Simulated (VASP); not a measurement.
# Al5P2 (C2/c) in VASP: single point with PBE

Aim: the single point of Al5P2 with PBE.

Program: VASP 6.6.1. These are calculated values, not measurements. Logs are shortened: lines on timing, memory, paths and dates and some standing lists are left out, and cuts for length are marked.

## (1) The cell of the first run

It takes space group C2/c (No. 15, monoclinic). The conventional cell has a = 15.580 Å, b = 5.509 Å, c = 5.844 Å, α = 90.00°, β = 101.60°, γ = 90.00°. Within 3.3 Å of Al (site symmetry 1) lie 2 P at 2.47 to 2.50 Å and 9 Al at 2.67 to 3.28 Å. Within 3.3 Å of Al (site symmetry 1) lie 2 P at 2.47 to 2.53 Å and 7 Al at 2.67 to 3.06 Å. Al (site symmetry 2) has 4 P at 2.52 to 2.75 Å and 6 Al at 2.79 to 3.23 Å within 3.3 Å. P (site symmetry 1) has 6 Al at 2.47 to 2.75 Å within 3.3 Å.

## (2) Single point, PBE

INCAR

```
SYSTEM = Al5P2
PREC = Accurate
ENCUT = 520
EDIFF = 1E-7
ISMEAR = 0
SIGMA = 0.2
LREAL = .False.
LASPH = .True.
NELM = 80
ALGO = Normal
ISIF = 2
LWAVE = .False.
LCHARG = .True.
GGA = PE
LELF = .True.
LVHAR = .True.
NBANDS = 38
```

KPOINTS

```
Automatic mesh
0
Gamma
  3 3 3
  0 0 0
```

POSCAR

```
Al5P2
1.0
    7.6829627103     -2.7544639378      1.2856779664
    7.6829627103      2.7544639378      1.2856779664
    0.2141787496      0.0000000000      5.8403318493
Al P
10 4
Direct
    0.1549461037      0.4263165943      0.7967744461
    0.4263165943      0.1549461037      0.2967744461
    0.8099900995      0.9550679386      0.5970912909
    0.9550679386      0.8099900995      0.0970912909
    0.8450538963      0.5736834057      0.2032255539
    0.5736834057      0.8450538963      0.7032255539
    0.1900099005      0.0449320614      0.4029087091
    0.0449320614      0.1900099005      0.9029087091
    0.6838625524      0.3161374476      0.2500000000
    0.3161374476      0.6838625524      0.7500000000
    0.5475262883      0.2455644818      0.9212965677
    0.2455644818      0.5475262883      0.4212965677
    0.4524737117      0.7544355182      0.0787034323
    0.7544355182      0.4524737117      0.5787034323
```

Potentials or basis: VASP PAW PBE potentials, release 64 (Al, P).

Run with:

```console
> cat potpaw_PBE.64/Al/POTCAR potpaw_PBE.64/P/POTCAR > POTCAR
> mpirun -np 1 vasp_std > vasp.out
```

OUTCAR:

```text
SYSTEM = Al5P2
   PREC = Accurate
   ENCUT = 520
   EDIFF = 1E-7
   ISMEAR = 0
   LREAL = .False.
   LASPH = .True.
   NELM = 80
   ISIF = 2
   GGA = PE

 ion  position               nearest neighbor table
   1  0.155  0.426  0.797-  12 2.47  11 2.50   8 2.67   5 2.76   3 2.92   4 2.95   6 3.13   6 3.13
                            10 3.23   2 3.28   2 3.28
   2  0.426  0.155  0.297-  11 2.47  12 2.50   7 2.67   6 2.76   4 2.92   3 2.95   5 3.13   5 3.13
                             9 3.23   1 3.28   1 3.28
   3  0.810  0.955  0.597-  11 2.47  12 2.53   6 2.67   9 2.79   1 2.92   2 2.95   4 3.03   4 3.03
                            10 3.06
   4  0.955  0.810  0.097-  12 2.47  11 2.53   5 2.67  10 2.79   2 2.92   1 2.95   3 3.03   3 3.03
                             9 3.06
   5  0.845  0.574  0.203-  14 2.47  13 2.50   4 2.67   1 2.76   7 2.92   8 2.95   2 3.13   2 3.13
                             9 3.23   6 3.28   6 3.28
   6  0.574  0.845  0.703-  13 2.47  14 2.50   3 2.67   2 2.76   8 2.92   7 2.95   1 3.13   1 3.13
                            10 3.23   5 3.28   5 3.28
   7  0.190  0.045  0.403-  13 2.47  14 2.53   2 2.67  10 2.79   5 2.92   6 2.95   8 3.03   8 3.03
                             9 3.06
   8  0.045  0.190  0.903-  14 2.47  13 2.53   1 2.67   9 2.79   6 2.92   5 2.95   7 3.03   7 3.03
                            10 3.06
   9  0.684  0.316  0.250-  12 2.52  13 2.52  11 2.75  14 2.75   3 2.79   8 2.79   7 3.06   4 3.06
                             2 3.23   5 3.23
  10  0.316  0.684  0.750-  11 2.52  14 2.52  13 2.75  12 2.75   4 2.79   7 2.79   8 3.06   3 3.06
                             1 3.23   6 3.23
  11  0.548  0.246  0.921-   2 2.47   3 2.47   1 2.50  10 2.52   4 2.53   9 2.75
  12  0.246  0.548  0.421-   1 2.47   4 2.47   2 2.50   9 2.52   3 2.53  10 2.75
  13  0.452  0.754  0.079-   6 2.47   7 2.47   5 2.50   9 2.52   8 2.53  10 2.75
  14  0.754  0.452  0.579-   5 2.47   8 2.47   6 2.50  10 2.52   7 2.53   9 2.75

  LATTYP: Found a base centered monoclinic cell.
 ALAT       =    15.5795871372
 B/A-ratio  =     0.3535990927
 C/A-ratio  =     0.3751227615
 COS(beta)  =    -0.2010807343

  Lattice vectors:

 A1 = (  -7.6829627103,   2.7544639378,  -1.2856779664)
 A2 = (  -7.6829627103,  -2.7544639378,  -1.2856779664)
 A3 = (   0.2141787496,   0.0000000000,   5.8403318493)

Analysis of symmetry for initial positions (statically):
=====================================================================
 Subroutine PRICEL returns:
 Original cell was already a primitive cell.

 Routine SETGRP: Setting up the symmetry group for a
 base centered monoclinic supercell.

 Subroutine GETGRP returns: Found  4 space group operations
 (whereof  2 operations were pure point group operations)
 out of a pool of  4 trial point group operations.

The static configuration has the point symmetry S_2 .
 The point group associated with its full space group is C_2h.

Analysis of symmetry for dynamics (positions and initial velocities):
=====================================================================
 Subroutine PRICEL returns:
 Original cell was already a primitive cell.

 Routine SETGRP: Setting up the symmetry group for a
 base centered monoclinic supercell.

 Subroutine GETGRP returns: Found  4 space group operations
 (whereof  2 operations were pure point group operations)
 out of a pool of  4 trial point group operations.

The dynamic configuration has the point symmetry S_2 .
 The point group associated with its full space group is C_2h.

 Subroutine INISYM returns: Found  4 space group operations
 (whereof  2 operations are pure point group operations),
 and found     1 'primitive' translations

----------------------------------------------------------------------------------------

                                     Primitive cell

  volume of cell :     245.6744

  direct lattice vectors                    reciprocal lattice vectors
     7.682962710 -2.754463938  1.285677966     0.065480905 -0.181523524 -0.002401339
     7.682962710  2.754463938  1.285677966     0.065480905  0.181523524 -0.002401339
     0.214178750  0.000000000  5.840331849    -0.028829648  0.000000000  0.172280398

  length of vectors
     8.262442461  8.262442461  5.844257750     0.192987836  0.192987836  0.174675941

  position of ions in fractional coordinates (direct lattice)
     0.154946104  0.426316594  0.796774446
     0.426316594  0.154946104  0.296774446
[... 48 lines left out ...]
  Shift w.r.t. Gamma in fractional coordinates (k-lattice)
     0.000000000  0.000000000  0.000000000

 Subroutine IBZKPT returns following result:
 ===========================================

 Found     10 irreducible k-points:

 Following reciprocal coordinates:
            Coordinates               Weight
  0.000000  0.000000  0.000000      1.000000
  0.333333 -0.000000 -0.000000      4.000000
  0.333333  0.333333 -0.000000      2.000000
 -0.333333  0.333333  0.000000      2.000000
 -0.000000 -0.000000  0.333333      2.000000
  0.333333 -0.000000  0.333333      4.000000
 -0.333333  0.000000  0.333333      4.000000
  0.333333  0.333333  0.333333      2.000000
 -0.333333  0.333333  0.333333      4.000000
 -0.333333 -0.333333  0.333333      2.000000
   k-points           NKPTS =     10   k-points in BZ     NKDIM =     10   number of bands    NBANDS=     38
   number of dos      NEDOS =    301   number of ions     NIONS =     14
   total plane-waves  NPLWV = 196608
   dimension x,y,z NGX =    64 NGY =   64 NGZ =   48
   dimension x,y,z NGXF=   128 NGYF=  128 NGZF=   96
   ions per type =              10   4
   NGX,Y,Z   is equivalent  to a cutoff of  12.88, 12.88, 13.65 a.u.
   NGXF,Y,Z  is equivalent  to a cutoff of  25.75, 25.75, 27.31 a.u.
 SYSTEM =  Al5P2
   PREC   = accura    normal or accurate (medium, high low for compatibility)
   ISTART =      0    job   : 0-new  1-cont  2-samecut
   ICHARG =      2    charge: 1-file 2-atom 10-const
   ISPIN  =      1    spin polarized calculation?
   LNONCOLLINEAR =      F non collinear calculations
   LSORBIT =      F    spin-orbit coupling
   LASPH  =      T    aspherical Exc in radial PAW
   ENCUT  =  520.0 eV  38.22 Ry    6.18 a.u.  15.36 15.36 10.87*2*pi/ulx,y,z
   NELM   =     80;   NELMIN=  2; NELMDL= -5     # of ELM steps
   EDIFF  = 0.1E-06   stopping-criterion for ELM
   LREAL  =      F    real-space projection
   EDIFFG = 0.1E-05   stopping-criterion for IOM
   NSW    =      0    number of steps for IOM
   IBRION =     -1    ionic relax: 0-MD 1-quasi-New 2-CG
   NFREE  =      0    steps in history (QN), initial steepest desc. (CG)
   ISIF   =      2    stress and relaxation
   ISYM   =      2    0-nonsym 1-usesym 2-fastsym
   POTIM  = 0.5000    time-step for ionic-motion
   TEBEG  =    0.0;   TEEND  =   0.0 temperature during run
   PSTRESS=    0.0 pullay stress
   NELECT =      50.0000    total number of electrons
   NUPDOWN=      -1.0000    fix difference up-down
   EMIN   =  10.00;   EMAX   =-10.00  energy-range for DOS
   EFERMI =   0.00;   METHOD = LEGACY
   ISMEAR =     0;   SIGMA  =   0.20  broadening in eV -4-tet -1-fermi 0-gaus
   EFERMI_NEDOS =   21; number of points for ismear=-14 and -15
   IALGO  =     38    algorithm
   IMIX   =      4    mixing-type and parameters
     AMIX     =   0.40;   BMIX     =  1.00
     AMIX_MAG =   1.60;   BMIX_MAG =  1.00
  volume/ion in A,a.u.               =      17.55       118.42
  Fermi-wavevector in a.u.,A,eV,Ry     =   0.962967  1.819744 12.616763  0.927306
  Thomas-Fermi vector in A             =   2.092472
   LORBIT       =      0    0 simple, 1 ext, 2 COOP (PROOUT), +10 PAW based schemes
   GGA     = PE    functional components
   LHFCALC =     F    Hartree Fock is set to
   AEXX    =    0.0000 exact exchange contribution
   IVDW    =     0    specifies the selected vdW correction
   LEPSILON=     F    determine dielectric tensor
   LRPA    =     F    only Hartree local field effects (RPA)
 non-spin polarized calculation
 Gauss-broadening in eV      SIGMA  =   0.20
  energy-cutoff  :      520.00
  volume of cell :      245.67
 maximum number of plane-waves:      6629
 NGX is ok and might be reduce to    64
   NGX = 31   NGY = 31   NGZ = 21

 number of electron      50.0000001 magnetization

 Free energy of the ion-electron system (eV)
  ---------------------------------------------------
  ext. energy  EPLUGINS =         0.00000000
  ---------------------------------------------------
  free energy    TOTEN  =       -59.71273620 eV

  energy without entropy =      -59.65525658  energy(sigma->0) =      -59.68399639

 E-fermi :   7.3235     XC(G=0): -10.0321

 val. band max:        7.3162213195   @ k =   0.0000   0.0000   0.0000
 cond. band min:       7.4487481430   @ k =  -0.3333   0.3333   0.0000
 fundamental gap:      0.1325268234
 Fermi energy:         7.3235046395

 k-point     1 :       0.0000    0.0000    0.0000
  band No.  band energies     occupation
      1      -5.6680      2.00000
      2      -4.6208      2.00000
      3      -3.2427      2.00000
      4      -3.1648      2.00000
      5      -0.9060      2.00000
      6      -0.0156      2.00000
[... 389 lines left out ...]
     36      10.4713      0.00000
     37      10.7649      0.00000
 [bands above 37 left out]

------------------------ aborting loop because EDIFF is reached ----------------------------------------

  FORCE on cell =-STRESS in cart. coord.  units (eV):
  Direction    XX          YY          ZZ          XY          YZ          ZX
  --------------------------------------------------------------------------------------
  -------------------------------------------------------------------------------------
  Total        0.1977700     -0.7973873     -0.1282885      0.0000000      0.0000000     -0.1043684
  in kB        1.2897665     -5.2001987     -0.8366398      0.0000000      0.0000000     -0.6806433
  external PRESSURE =      -1.5823574 kB  Pullay stress =       0.0000000 kB

 VOLUME and BASIS-vectors are now :
 -----------------------------------------------------------------------------
  energy-cutoff  :      520.00
  volume of cell :      245.67
      direct lattice vectors                 reciprocal lattice vectors
     7.682962710 -2.754463938  1.285677966     0.065480905 -0.181523524 -0.002401339
     7.682962710  2.754463938  1.285677966     0.065480905  0.181523524 -0.002401339
     0.214178750  0.000000000  5.840331849    -0.028829648  0.000000000  0.172280398

 POSITION                                       TOTAL-FORCE (eV/Angst)
 -----------------------------------------------------------------------------------
      4.63647      0.74748      5.40074         0.047275     -0.006734      0.007404
      4.52938     -0.74748      2.48058         0.047275      0.006734      0.007404
     13.68876      0.39961      5.75651         0.031841      0.009998      0.004991
     13.58167     -0.39961      2.83634         0.031841     -0.009998      0.004991
     10.94363     -0.74748      3.01094        -0.047275      0.006734     -0.007404
     11.05072      0.74748      5.93111        -0.047275     -0.006734     -0.007404
      1.89134     -0.39961      2.65518        -0.031841     -0.009998     -0.004991
      1.99843      0.39961      5.57535        -0.031841      0.009998     -0.004991
      7.73651     -1.01289      2.74576        -0.000000      0.025502     -0.000000
      7.84360      1.01289      5.66593        -0.000000     -0.025502     -0.000000
      6.29061     -0.83174      6.40034         0.022369     -0.000058      0.007931
      6.18352      0.83174      3.48017         0.022369      0.000058      0.007931
      9.28950      0.83174      2.01135        -0.022369      0.000058     -0.007931
      9.39658     -0.83174      4.93152        -0.022369     -0.000058     -0.007931
 -----------------------------------------------------------------------------------
    total drift:                               -0.000000      0.000000     -0.000000

  FREE ENERGIE OF THE ION-ELECTRON SYSTEM (eV)
  ---------------------------------------------------
  free  energy   TOTEN  =       -59.7127362028 eV

  energy  without entropy=      -59.6552565843  energy(sigma->0) =      -59.68399639
```

It took 88 s on 1 thread of Intel Xeon Platinum 8559C (Emerald Rapids), shared host; peak memory 0.46 GiB.

Results:

| Item | Value |
| --- | --- |
| Free energy | -59.7127 eV |
| Pressure | -0.2 GPa |
| Largest force | 0.048 eV/Å |
| Band gap on the k mesh | zero (band 25 reaches 7.47 eV, above the bottom of band 26 at 6.65 eV) |

Forces in eV/Å, atoms in the order of the input:
```
Al   0.047 -0.007  0.007
Al   0.047  0.007  0.007
Al   0.032  0.010  0.005
Al   0.032 -0.010  0.005
Al  -0.047  0.007 -0.007
Al  -0.047 -0.007 -0.007
Al  -0.032 -0.010 -0.005
Al  -0.032  0.010 -0.005
Al   0.000  0.026  0.000
Al   0.000 -0.026  0.000
P    0.022  0.000  0.008
P    0.022  0.000  0.008
P   -0.022  0.000 -0.008
P   -0.022  0.000 -0.008
```

Caveat: the k points lie up to 0.40 Å⁻¹ apart.
